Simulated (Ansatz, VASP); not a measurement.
# One calculation of Ti, two programs

```xyz
2
Lattice="2.9022 0.0000 0.0000 -1.4511 2.5134 0.0000 0.0000 0.0000 4.5871" Properties=species:S:1:pos:R:3 pbc="T T T"
Ti    0.0000    1.6756    1.1468
Ti    1.4511    0.8378    3.4403
```

Alike in both runs: functional PBEsol; k mesh 15 × 15 × 8; occupations fermi-dirac, width 0.05 eV; no spin polarisation.

Ansatz relaxed the structure, and its values are those at the end. VASP's run is a single point on that final structure, the one shown.

|  | VASP | Ansatz |
| --- | --- | --- |
| version | VASP 6.6.1 | Ansatz 0.2.0 |
| potentials or method | VASP PAW PBE potentials, release 64 (Ti_sv) | PAW with Ansatz's default frozen-core files, scalar-relativistic |
| plane-wave cutoff (eV) | 520 | 420 |
| valence electrons in the cell | 24 | 24 |

VASP gave:

```
pressure (GPa) : -0.3
```

Q: What did Ansatz give for the same quantities?

A: Pressure (GPa): 0.0.

VASP's potentials were made for PBE, not for PBEsol. With one functional, cell and mesh, what is left measures potentials, basis and numerics.
